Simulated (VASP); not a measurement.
# SnO2 (P4_2/mnm) in VASP: vibrations by perturbation theory with LDA

Aim: the vibrations by perturbation theory of SnO2 with LDA.

All numbers are computed with VASP 6.6.1; they aren't measurements. Logs are shortened: lines on timing, memory, paths and dates and some standing lists are left out, and cuts for length are marked.

**1. The cell of the first run**

Symmetry: P4_2/mnm, No. 136, tetragonal system. Conventional cell: a = 4.723 Å, b = 4.723 Å, c = 3.190 Å, α = 90.00°, β = 90.00°, γ = 90.00°. Within 2.7 Å of Sn (site symmetry mmm) lie 6 O at 2.04 to 2.05 Å. O (site symmetry m2m) has 3 Sn at 2.04 to 2.05 Å and 1 O at 2.59 Å within 2.7 Å.

**2. Vibrations by perturbation theory, LDA**

Contents of INCAR:

```
  ALGO = Normal
  EDIFF = 1E-8
  ENCUT = 520
  IBRION = 8
  ISIF = 2
  ISMEAR = 0
  LASPH = True
  LCHARG = True
  LEPSILON = True
  LREAL = False
  LWAVE = False
  NELM = 80
  NSW = 1
  PREC = Accurate
  SIGMA = 0.01
```

Contents of KPOINTS:

```
k-points
0
Gamma
  6 6 9
```

Contents of POSCAR:

```
SnO2
1.0
    4.7225949102      0.0000000000      0.0000000000
    0.0000000000      4.7225949102      0.0000000000
    0.0000000000      0.0000000000      3.1903588662
Sn O
2 4
Direct
    0.0000000000      0.0000000000      0.0000000000
    0.5000000000      0.5000000000      0.5000000000
    0.3060797779      0.3060797779      0.0000000000
    0.1939202221      0.8060797779      0.5000000000
    0.6939202221      0.6939202221      0.0000000000
    0.8060797779      0.1939202221      0.5000000000
```

Potentials or basis: VASP PAW LDA potentials, release 64 (Sn_d, O).

The run is started by

```
> cat potpaw_LDA.64/Sn_d/POTCAR potpaw_LDA.64/O/POTCAR > POTCAR
> mpirun -np 1 vasp_std > vasp.out
```

OUTCAR:

```text
EDIFF = 1E-8
   ENCUT = 520
   IBRION = 8
   ISIF = 2
   ISMEAR = 0
   LASPH = True
   LEPSILON = True
   LREAL = False
   NELM = 80
   NSW = 1
   PREC = Accurate

 ion  position               nearest neighbor table
   1  0.000  0.000  0.000-   3 2.04   5 2.04   4 2.05   6 2.05   4 2.05   6 2.05   2 3.70   2 3.70
                             2 3.70   2 3.70   2 3.70   2 3.70   2 3.70   2 3.70
   2  0.500  0.500  0.500-   4 2.04   6 2.04   5 2.05   3 2.05   3 2.05   5 2.05   1 3.70   1 3.70
                             1 3.70   1 3.70   1 3.70   1 3.70   1 3.70   1 3.70
   3  0.306  0.306  0.000-   1 2.04   2 2.05   2 2.05
   4  0.194  0.806  0.500-   2 2.04   1 2.05   1 2.05
   5  0.694  0.694  0.000-   1 2.04   2 2.05   2 2.05
   6  0.806  0.194  0.500-   2 2.04   1 2.05   1 2.05

  LATTYP: Found a simple tetragonal cell.
 ALAT       =     4.7225949102
 C/A-ratio  =     0.6755520909

  Lattice vectors:

 A1 = (   4.7225949102,   0.0000000000,   0.0000000000)
 A2 = (   0.0000000000,   4.7225949102,   0.0000000000)
 A3 = (   0.0000000000,   0.0000000000,   3.1903588662)

Analysis of symmetry for initial positions (statically):
=====================================================================
 Subroutine PRICEL returns:
 Original cell was already a primitive cell.

 Routine SETGRP: Setting up the symmetry group for a
 simple tetragonal supercell.

 Subroutine GETGRP returns: Found 16 space group operations
 (whereof  8 operations were pure point group operations)
 out of a pool of 16 trial point group operations.

The static configuration has the point symmetry D_2h.
 The point group associated with its full space group is D_4h.

Analysis of symmetry for dynamics (positions and initial velocities):
=====================================================================
 Subroutine PRICEL returns:
 Original cell was already a primitive cell.

 Routine SETGRP: Setting up the symmetry group for a
 simple tetragonal supercell.

 Subroutine GETGRP returns: Found 16 space group operations
 (whereof  8 operations were pure point group operations)
 out of a pool of 16 trial point group operations.

The dynamic configuration has the point symmetry D_2h.
 The point group associated with its full space group is D_4h.

 Subroutine INISYM returns: Found 16 space group operations
 (whereof  8 operations are pure point group operations),
 and found     1 'primitive' translations

----------------------------------------------------------------------------------------

                                     Primitive cell

  volume of cell :      71.1543

  direct lattice vectors                    reciprocal lattice vectors
     4.722594910  0.000000000  0.000000000     0.211747994  0.000000000  0.000000000
     0.000000000  4.722594910  0.000000000     0.000000000  0.211747994  0.000000000
     0.000000000  0.000000000  3.190358866     0.000000000  0.000000000  0.313444362

  length of vectors
     4.722594910  4.722594910  3.190358866     0.211747994  0.211747994  0.313444362

  position of ions in fractional coordinates (direct lattice)
     0.000000000  0.000000000  0.000000000
     0.500000000  0.500000000  0.500000000
     0.306079778  0.306079778  0.000000000
[... 1031 lines left out ...]

 Free energy of the ion-electron system (eV)
  ---------------------------------------------------
  ---------------------------------------------------
  free energy    TOTEN  =        -0.35475376 eV

  energy without entropy =       -0.35475376

------------------------ aborting loop because EDIFF is reached ----------------------------------------

 INTERNAL STRAIN TENSOR  FOR ION    3  DIRECTION 3   (eV/Angst):
 -----------------------------------------------------------------------------
     0.00042 -0.02353  6.14887
    -0.02353  0.00042  6.14887
     5.56625  5.56625 -0.02190

 MACROSCOPIC STATIC DIELECTRIC TENSOR (including local field effects in DFT)
 ------------------------------------------------------
           4.332338     0.000000     0.000000
          -0.000000     4.332338     0.000000
           0.000000     0.000000     4.623650
 ------------------------------------------------------

 PIEZOELECTRIC TENSOR (including local field effects)  for field in x, y, z        (e  Angst)
          XX          YY          ZZ          XY          YZ          ZX
  --------------------------------------------------------------------------------
  x     0.00000     0.00000     0.00000     0.00000     0.00000     0.00000
  y     0.00000     0.00000     0.00000     0.00000     0.00000     0.00000
  z     0.00000     0.00000     0.00000     0.00000     0.00000     0.00000

 PIEZOELECTRIC TENSOR (including local field effects)  for field in x, y, z        (C/m^2)
          XX          YY          ZZ          XY          YZ          ZX
  --------------------------------------------------------------------------------
  x     0.00000     0.00000     0.00000     0.00000     0.00000     0.00000
  y     0.00000     0.00000     0.00000     0.00000     0.00000     0.00000
  z     0.00000     0.00000     0.00000     0.00000     0.00000     0.00000

 BORN EFFECTIVE CHARGES (including local field effects) (in |e|, cummulative output)
 ---------------------------------------------------------------------------------
 ion    1
    1     4.07000     0.42661     0.00000
    2     0.42661     4.07000     0.00000
    3     0.00000     0.00000     4.45849
 ion    2
    1     4.07000    -0.42661     0.00000
    2    -0.42661     4.07000     0.00000
    3     0.00000     0.00000     4.45849
 ion    3
    1    -2.03500    -0.68785     0.00000
    2    -0.68785    -2.03500     0.00000
    3     0.00000     0.00000    -2.22924
 ion    4
    1    -2.03500     0.68785     0.00000
    2     0.68785    -2.03500     0.00000
    3     0.00000     0.00000    -2.22924
 ion    5
    1    -2.03500    -0.68785     0.00000
    2    -0.68785    -2.03500     0.00000
    3     0.00000     0.00000    -2.22924
 ion    6
    1    -2.03500     0.68785     0.00000
    2     0.68785    -2.03500     0.00000
    3     0.00000     0.00000    -2.22924

 INTERNAL STRAIN TENSOR FOR ION    6 for displacements in x,y,z  (eV/Angst):
          X           Y           Z          XY          YZ          ZX
  --------------------------------------------------------------------------------
  x     1.35475     0.47413     5.45531     2.39315     0.00000     0.00000
  y    -0.47413    -1.35475    -5.45531    -2.40118     0.00000     0.00000
  z     0.00000     0.00000     0.00000     0.00000    -5.56625     6.14887

 SECOND DERIVATIVES (NOT SYMMETRIZED)
 ------------------------------------
               1X          1Y          1Z          2X          2Y          2Z          3X          3Y          3Z          4X          4Y          4Z          5X          5Y          5Z          6X          6Y          6Z
  1X   -24.721597    0.130670    0.000000    9.321628   -0.005715    0.000000    3.001058    3.903406    0.000000    4.698927   -3.965883    0.000000    3.001058    3.903406    0.000000    4.698927   -3.965883    0.000000
  1Y     0.130670  -24.721597    0.000000   -0.005715    9.321628    0.000000    3.903406    3.001058    0.000000   -3.965883    4.698927    0.000000    3.903406    3.001058    0.000000   -3.965883    4.698927    0.000000
  1Z     0.000000    0.000000  -20.576724    0.000000    0.000000    0.226560    0.000000    0.000000    0.321135    0.000000    0.000000    9.853947    0.000000    0.000000    0.321135    0.000000    0.000000    9.853947
  2X     9.321628    0.005715    0.000000  -24.721597   -0.130670    0.000000    4.698927    3.965883    0.000000    3.001058   -3.903406    0.000000    4.698927    3.965883    0.000000    3.001058   -3.903406    0.000000
  2Y     0.005715    9.321628    0.000000   -0.130670  -24.721597    0.000000    3.965883    4.698927    0.000000   -3.903406    3.001058    0.000000    3.965883    4.698927    0.000000   -3.903406    3.001058    0.000000
  2Z     0.000000    0.000000    0.226560    0.000000    0.000000  -20.576724    0.000000    0.000000    9.853947    0.000000    0.000000    0.321135    0.000000    0.000000    9.853947    0.000000    0.000000    0.321135
  3X     3.000777    3.912141    0.000000    4.698141    3.971599    0.000000  -13.810856  -10.193564    0.000000   -0.354061    0.491682    0.000000    2.536877    2.316793    0.000000    3.929123   -0.498651    0.000000
  3Y     3.912141    3.000777    0.000000    3.971599    4.698141    0.000000  -10.193564  -13.810856    0.000000   -0.498651    3.929123    0.000000    2.316793    2.536877    0.000000    0.491682   -0.354061    0.000000
  3Z     0.000000    0.000000    0.308793    0.000000    0.000000    9.843335    0.000000    0.000000  -13.400487    0.000000    0.000000    1.775175    0.000000    0.000000   -0.301991    0.000000    0.000000    1.775175
  4X     4.698141   -3.971599    0.000000    3.000777   -3.912141    0.000000   -0.354061   -0.491682    0.000000  -13.810856   10.193564    0.000000    3.929123    0.498651    0.000000    2.536877   -2.316793    0.000000
  4Y    -3.971599    4.698141    0.000000   -3.912141    3.000777    0.000000    0.498651    3.929123    0.000000   10.193564  -13.810856    0.000000   -0.491682   -0.354061    0.000000   -2.316793    2.536877    0.000000
  4Z     0.000000    0.000000    9.843335    0.000000    0.000000    0.308793    0.000000    0.000000    1.775175    0.000000    0.000000  -13.400487    0.000000    0.000000    1.775175    0.000000    0.000000   -0.301991
  5X     3.000777    3.912141    0.000000    4.698141    3.971599    0.000000    2.536877    2.316793    0.000000    3.929123   -0.498651    0.000000  -13.810856  -10.193564    0.000000   -0.354061    0.491682    0.000000
  5Y     3.912141    3.000777    0.000000    3.971599    4.698141    0.000000    2.316793    2.536877    0.000000    0.491682   -0.354061    0.000000  -10.193564  -13.810856    0.000000   -0.498651    3.929123    0.000000
  5Z     0.000000    0.000000    0.308793    0.000000    0.000000    9.843335    0.000000    0.000000   -0.301991    0.000000    0.000000    1.775175    0.000000    0.000000  -13.400487    0.000000    0.000000    1.775175
  6X     4.698141   -3.971599    0.000000    3.000777   -3.912141    0.000000    3.929123    0.498651    0.000000    2.536877   -2.316793    0.000000   -0.354061   -0.491682    0.000000  -13.810856   10.193564    0.000000
  6Y    -3.971599    4.698141    0.000000   -3.912141    3.000777    0.000000   -0.491682   -0.354061    0.000000   -2.316793    2.536877    0.000000    0.498651    3.929123    0.000000   10.193564  -13.810856    0.000000
  6Z     0.000000    0.000000    9.843335    0.000000    0.000000    0.308793    0.000000    0.000000    1.775175    0.000000    0.000000   -0.301991    0.000000    0.000000    1.775175    0.000000    0.000000  -13.400487

 Eigenvectors and eigenvalues of the dynamical matrix
 ----------------------------------------------------

   1 f  =   22.833322 THz   143.465991 2PiTHz  761.637627 cm-1    94.430988 meV
             X         Y         Z           dx          dy          dz
      0.000000  0.000000  0.000000    -0.000000    0.000000    0.000000
      2.361297  2.361297  1.595179    -0.000000   -0.000000   -0.000000
      1.445491  1.445491  0.000000     0.353553    0.353553   -0.000000
      0.915807  3.806788  1.595179     0.353553   -0.353553    0.000000
      3.277104  3.277104  0.000000    -0.353553   -0.353553   -0.000000
      3.806788  0.915807  1.595179    -0.353553    0.353553    0.000000
[... 145 lines left out ...]
  18 f/i=    0.006485 THz     0.040749 2PiTHz    0.216330 cm-1     0.026821 meV
             X         Y         Z           dx          dy          dz
      0.000000  0.000000  0.000000    -0.000000   -0.000000   -0.627413
      2.361297  2.361297  1.595179    -0.000000   -0.000000   -0.627413
      1.445491  1.445491  0.000000    -0.000000   -0.000000   -0.230601
      0.915807  3.806788  1.595179    -0.000000   -0.000000   -0.230601
      3.277104  3.277104  0.000000    -0.000000   -0.000000   -0.230601
      3.806788  0.915807  1.595179    -0.000000   -0.000000   -0.230601

--------------------------------------------------------------------------------------------------------

 MACROSCOPIC STATIC DIELECTRIC TENSOR IONIC CONTRIBUTION
 ------------------------------------------------------
           8.388289     0.000000    -0.000000
          -0.000000     8.388289    -0.000000
          -0.000000    -0.000000     4.971974
 ------------------------------------------------------

 ELASTIC MODULI CONTR FROM IONIC RELAXATION (kBar)
 Direction    XX          YY          ZZ          XY          YZ          ZX
 --------------------------------------------------------------------------------
 XX         -70.5232     57.7496    -38.1020     -0.0000      0.0000      0.0000
 YY          57.7496    -70.5232    -38.1020      0.0000     -0.0000     -0.0000
 ZZ         -38.1020    -38.1020   -227.3060     -0.0000      0.0000      0.0000
 XY          -0.0000      0.0000      0.0000    -30.3281     -0.0000     -0.0000
 YZ           0.0000     -0.0000      0.0000     -0.0000   -213.0457     -0.0000
 ZX           0.0000     -0.0000      0.0000     -0.0000     -0.0000   -259.9793
 --------------------------------------------------------------------------------

 PIEZOELECTRIC TENSOR IONIC CONTR  for field in x, y, z        (C/m^2)
          XX          YY          ZZ          XY          YZ          ZX
  --------------------------------------------------------------------------------
  x    -0.00000     0.00000     0.00000     0.00000     0.00000     0.00000
  y    -0.00000     0.00000     0.00000    -0.00000     0.00000     0.00000
  z     0.00000    -0.00000    -0.00000    -0.00000    -0.00000    -0.00000
```

It took 55 min on 1 thread of Oxide Virtual Turin-like, shared host; peak memory 0.58 GiB.

What came out:

```yaml
Electronic_dielectric_tensor_diagonal: 4.33, 4.33, 4.62
Born_charges_mean_of_the_diagonal: Sn +4.20; O -2.10 e
Highest_phonon_frequency_at_Γ_LO-TO_splitting_left_out: 762 cm⁻¹
```

Phonon frequencies in cm⁻¹ (negative: imaginary):
| q point | frequencies |
| --- | --- |
| (0.000, 0.000, 0.000) | 0 0 0 96 147 223 223 283 283 348 468 472 472 565 606 606 633 762 |

Electronic dielectric tensor:
```
4.33 0.00 0.00
0.00 4.33 0.00
0.00 0.00 4.62
```

Born effective charge tensors (e):
atom 1, Sn
```
4.07 0.43 0.00
0.43 4.07 0.00
0.00 0.00 4.46
```
atom 2, Sn
```
 4.07 -0.43  0.00
-0.43  4.07  0.00
 0.00  0.00  4.46
```
atom 3, O
```
-2.04 -0.69  0.00
-0.69 -2.04  0.00
 0.00  0.00 -2.23
```
atom 4, O
```
-2.04  0.69  0.00
 0.69 -2.04  0.00
 0.00  0.00 -2.23
```
atom 5, O
```
-2.04 -0.69  0.00
-0.69 -2.04  0.00
 0.00  0.00 -2.23
```
atom 6, O
```
-2.04  0.69  0.00
 0.69 -2.04  0.00
 0.00  0.00 -2.23
```

Caveat: the cell stands under pressure or tension, which shifts response properties; spin-orbit coupling is left out, which moves the levels of the heavy elements.
